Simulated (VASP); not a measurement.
# SrLiH3 (P4/mmm) in VASP: notebook, part 3 of 3

VASP 6.6.1.

## Step 5: Single point, PBE (strain -0.025 along x and y, +0.000 along z)

INCAR reads:

```
PREC = Accurate
ENCUT = 520
EDIFF = 1E-6
ISMEAR = 0
SIGMA = 0.05
LREAL = False
LASPH = True
NELM = 100
ALGO = Normal
ISIF = 2
LWAVE = False
LCHARG = False
GGA = PE
NBANDS = 16
```

KPOINTS reads:

```
regular mesh
0
Gamma
  6 6 6
```

POSCAR reads:

```
SrLiH3
1.0
    4.5150212250      0.0000000000      0.0000000000
    0.0000000000      4.5150212250      0.0000000000
    0.0000000000      0.0000000000      4.6307910000
Li Sr H
1 1 3
Direct
    0.0000000000      0.0000000000      0.0000000000
    0.5000000000      0.5000000000      0.5000000000
    0.0000000000      0.5000000000      0.5000000000
    0.5000000000      0.0000000000      0.5000000000
    0.5000000000      0.5000000000      0.0000000000
```

Potentials or basis: VASP PAW PBE potentials, release 64 (Li_sv, Sr_sv, H).

On the command line:

```
cat potpaw_PBE.64/Li_sv/POTCAR potpaw_PBE.64/Sr_sv/POTCAR potpaw_PBE.64/H/POTCAR > POTCAR
mpirun -np 1 vasp_std > vasp.out
```

OUTCAR:

```text
PREC = Accurate
   ENCUT = 520
   EDIFF = 1E-6
   ISMEAR = 0
   LREAL = False
   LASPH = True
   NELM = 100
   ISIF = 2
   GGA = PE

 ion  position               nearest neighbor table
   1  0.000  0.000  0.000-
   2  0.500  0.500  0.500-   3 2.26   4 2.26   4 2.26   3 2.26   5 2.32   5 2.32
   3  0.000  0.500  0.500-   2 2.26   2 2.26
   4  0.500  0.000  0.500-   2 2.26   2 2.26
   5  0.500  0.500  0.000-   2 2.32   2 2.32

  LATTYP: Found a simple tetragonal cell.
 ALAT       =     4.5150212250
 C/A-ratio  =     1.0256410256

  Lattice vectors:

 A1 = (   4.5150212250,   0.0000000000,   0.0000000000)
 A2 = (   0.0000000000,   4.5150212250,   0.0000000000)
 A3 = (   0.0000000000,   0.0000000000,   4.6307910000)

Analysis of symmetry for initial positions (statically):
=====================================================================
 Subroutine PRICEL returns:
 Original cell was already a primitive cell.

 Routine SETGRP: Setting up the symmetry group for a
 simple tetragonal supercell.

 Subroutine GETGRP returns: Found 16 space group operations
 (whereof 16 operations were pure point group operations)
 out of a pool of 16 trial point group operations.

The static configuration has the point symmetry D_4h.

Analysis of symmetry for dynamics (positions and initial velocities):
=====================================================================
 Subroutine PRICEL returns:
 Original cell was already a primitive cell.

 Routine SETGRP: Setting up the symmetry group for a
 simple tetragonal supercell.

 Subroutine GETGRP returns: Found 16 space group operations
 (whereof 16 operations were pure point group operations)
 out of a pool of 16 trial point group operations.

The dynamic configuration has the point symmetry D_4h.

 Subroutine INISYM returns: Found 16 space group operations
[... 124 lines left out ...]
  volume/ion in A,a.u.               =      18.88       127.41
  Fermi-wavevector in a.u.,A,eV,Ry     =   0.905990  1.712072 11.167897  0.820817
  Thomas-Fermi vector in A             =   2.029624
   LORBIT       =      0    0 simple, 1 ext, 2 COOP (PROOUT), +10 PAW based schemes
   GGA     = PE    functional components
   LHFCALC =     F    Hartree Fock is set to
   AEXX    =    0.0000 exact exchange contribution
   IVDW    =     0    specifies the selected vdW correction
   LEPSILON=     F    determine dielectric tensor
   LRPA    =     F    only Hartree local field effects (RPA)
 non-spin polarized calculation
 Gauss-broadening in eV      SIGMA  =   0.05
  energy-cutoff  :      520.00
  volume of cell :       94.40
 maximum number of plane-waves:      2568
 NGX is ok and might be reduce to    36
   NGX = 17   NGY = 17   NGZ = 17

 number of electron      16.0000008 magnetization

 Free energy of the ion-electron system (eV)
  ---------------------------------------------------
  ext. energy  EPLUGINS =         0.00000000
  ---------------------------------------------------
  free energy    TOTEN  =       -13.82488266 eV

  energy without entropy =      -13.82488266  energy(sigma->0) =      -13.82488266

 E-fermi :  -0.9630     XC(G=0):  -6.9296

 val. band max:       -1.2474751037   @ k =   0.5000   0.5000   0.5000
 cond. band min:       0.4345058319   @ k =   0.5000   0.0000   0.5000
 fundamental gap:      1.6819809356
 Fermi energy:        -0.9629855430

 k-point     1 :       0.0000    0.0000    0.0000
  band No.  band energies     occupation
      1     -48.8721      2.00000
      2     -34.0364      2.00000
      3     -16.1257      2.00000
      4     -16.1046      2.00000
      5     -16.1046      2.00000
      6      -4.5438      2.00000
[... 433 lines left out ...]
      3     -16.2466      2.00000
      4     -16.2037      2.00000
      5     -16.0944      2.00000
      6      -3.0268      2.00000
[... 8 lines left out ...]
     15       6.2922      0.00000
     16       6.6027      0.00000

 [... further k-points ...]

------------------------ aborting loop because EDIFF is reached ----------------------------------------

  FORCE on cell =-STRESS in cart. coord.  units (eV):
  Direction    XX          YY          ZZ          XY          YZ          ZX
  --------------------------------------------------------------------------------------
  -------------------------------------------------------------------------------------
  Total        1.0904966      1.0904966      0.3136633      0.0000000      0.0000000      0.0000000
  in kB       18.5080270     18.5080270      5.3235273      0.0000000      0.0000000      0.0000000
  external PRESSURE =      14.1131938 kB  Pullay stress =       0.0000000 kB

 VOLUME and BASIS-vectors are now :
 -----------------------------------------------------------------------------
  energy-cutoff  :      520.00
  volume of cell :       94.40
      direct lattice vectors                 reciprocal lattice vectors
     4.515021225  0.000000000  0.000000000     0.221482901  0.000000000  0.000000000
     0.000000000  4.515021225  0.000000000     0.000000000  0.221482901  0.000000000
     0.000000000  0.000000000  4.630791000     0.000000000  0.000000000  0.215945829

 POSITION                                       TOTAL-FORCE (eV/Angst)
 -----------------------------------------------------------------------------------
      0.00000      0.00000      0.00000         0.000000      0.000000      0.000000
      2.25751      2.25751      2.31540         0.000000      0.000000      0.000000
      0.00000      2.25751      2.31540         0.000000      0.000000      0.000000
      2.25751      0.00000      2.31540         0.000000      0.000000      0.000000
      2.25751      2.25751      0.00000         0.000000      0.000000      0.000000
 -----------------------------------------------------------------------------------
    total drift:                                0.000000      0.000000      0.000000

  FREE ENERGIE OF THE ION-ELECTRON SYSTEM (eV)
  ---------------------------------------------------
  free  energy   TOTEN  =       -13.8248826551 eV

  energy  without entropy=      -13.8248826551  energy(sigma->0) =      -13.82488266
```

OSZICAR:

```text
N       E                     dE             d eps       ncg     rms          rms(c)
DAV:   1     0.619905173883E+02    0.61991E+02   -0.60721E+03  1280   0.866E+02
DAV:   2    -0.962422784831E+01   -0.71615E+02   -0.66488E+02  1720   0.185E+02
DAV:   3    -0.157149783568E+02   -0.60908E+01   -0.60677E+01  2432   0.423E+01
DAV:   4    -0.157769047846E+02   -0.61926E-01   -0.61921E-01  1512   0.503E+00
DAV:   5    -0.157779837357E+02   -0.10790E-02   -0.10789E-02  2016   0.506E-01    0.253E+01
DAV:   6    -0.142651507242E+02    0.15128E+01   -0.74712E-01  1464   0.374E+00    0.147E+01
DAV:   7    -0.138360567966E+02    0.42909E+00   -0.12029E+00  1672   0.492E+00    0.240E+00
DAV:   8    -0.138247607562E+02    0.11296E-01   -0.15763E-01  1592   0.178E+00    0.750E-01
DAV:   9    -0.138254246246E+02   -0.66387E-03   -0.52285E-03  1720   0.408E-01    0.216E-01
DAV:  10    -0.138248690845E+02    0.55554E-03   -0.20750E-03  1608   0.214E-01    0.221E-01
DAV:  11    -0.138248744987E+02   -0.54142E-05   -0.25701E-04  1696   0.759E-02    0.473E-02
DAV:  12    -0.138248828046E+02   -0.83059E-05   -0.58550E-05  1720   0.406E-02    0.632E-02
DAV:  13    -0.138248826551E+02    0.14949E-06   -0.52711E-06  1616   0.135E-02
   1 F= -.13824883E+02 E0= -.13824883E+02  d E =-.227636E-17
```

Wall time 63 s (1 thread of Intel Xeon 8259CL, shared host); peak memory 0.24 GiB.

Results:

```yaml
Free_energy: -13.8249 eV
Band_gap_on_the_k_mesh: 1.68 eV (least direct gap 2.14 eV)
```

Caveat: the cell differs from its parent crystal (strain -0.025 along x and y, +0.000 along z); the cutoff is under 1.25 times the usual one of these potentials, so pressure, stress and relaxed cells hold a basis-set (Pulay) error.

## Step 6: Single point, PBE (strain +0.000 along x and y, -0.025 along z)

INCAR reads:

```
ALGO = Normal ; EDIFF = 1E-7
ENCUT = 520 ; GGA = PE
ISIF = 2 ; ISMEAR = 0
LASPH = T ; LCHARG = F
LREAL = F ; LWAVE = F
NBANDS = 16 ; NELM = 100
PREC = Accurate ; SIGMA = 0.05
```

KPOINTS reads:

```
k-points
0
Gamma
  6 6 6
```

POSCAR: that of step 5 with these lines changed.

```diff
@@ -2,5 +2,5 @@
 1.0
-    4.5150212250      0.0000000000      0.0000000000
-    0.0000000000      4.5150212250      0.0000000000
-    0.0000000000      0.0000000000      4.6307910000
+    4.6307910000      0.0000000000      0.0000000000
+    0.0000000000      4.6307910000      0.0000000000
+    0.0000000000      0.0000000000      4.5150212250
 Li Sr H
```

Potentials or basis: VASP PAW PBE potentials, release 64 (Li_sv, Sr_sv, H).

On the command line:

```
cat potpaw_PBE.64/Li_sv/POTCAR potpaw_PBE.64/Sr_sv/POTCAR potpaw_PBE.64/H/POTCAR > POTCAR
mpirun -np 1 vasp_std > vasp.out
```

It took 64 s on 1 thread of Intel Xeon 8259CL, shared host; peak memory 0.24 GiB.

Results (log left out):

* Free energy: -13.8421 eV
* Band gap on the k mesh: 1.66 eV (least direct gap 2.16 eV)

Levels at points of the mesh, in eV from the valence-band top:
```tsv
k point	band 6	band 7	band 8	band 9	band 10	band 11
(0.00, 0.00, 0.00)	-3.24	-1.08	-1.06	5.07	5.07	5.19
(0.50, 0.00, 0.00)	-2.41	-1.01	-0.95	3.87	4.50	4.74
(0.50, 0.50, 0.00)	-1.55	-0.57	-0.57	1.66	5.19	5.19
(0.00, 0.00, 0.50)	-2.35	-0.90	-0.85	3.84	4.54	4.54
(0.50, 0.00, 0.50)	-1.46	-0.53	-0.42	1.74	5.02	5.04
(0.50, 0.50, 0.50)	-0.11	-0.11	0.00	2.32	2.34	2.34
```

Caveat: the cell differs from its parent crystal (strain +0.000 along x and y, -0.025 along z); the cutoff is under 1.25 times the usual one of these potentials, so pressure, stress and relaxed cells hold a basis-set (Pulay) error. A k mesh can miss the band edges.

## Step 7: The runs side by side

| cell | gap on the mesh (eV) |
| --- | --- |
| a = 4.399, b = 4.399, c = 4.631 Å, 5 atoms | 1.50 |
| a = 4.515, b = 4.515, c = 4.399 Å, 5 atoms | 1.50 |
| a = 4.631, b = 4.631, c = 4.399 Å, 5 atoms | 1.47 |
| a = 4.515, b = 4.515, c = 4.631 Å, 5 atoms | 1.68 |
| a = 4.631, b = 4.631, c = 4.515 Å, 5 atoms | 1.66 |

Alike in all rows: task single point; level PBE; potentials or basis VASP PAW PBE potentials, release 64 (Li_sv, Sr_sv, H); no spin polarisation; k mesh 6 × 6 × 6; cutoff (eV) 520; smearing gaussian 0.05 eV.

Caveats: the cutoff is under 1.25 times the usual one of these potentials, so pressure, stress and relaxed cells hold a basis-set (Pulay) error.

Absolute energies hang on the potentials; compare differences alone.
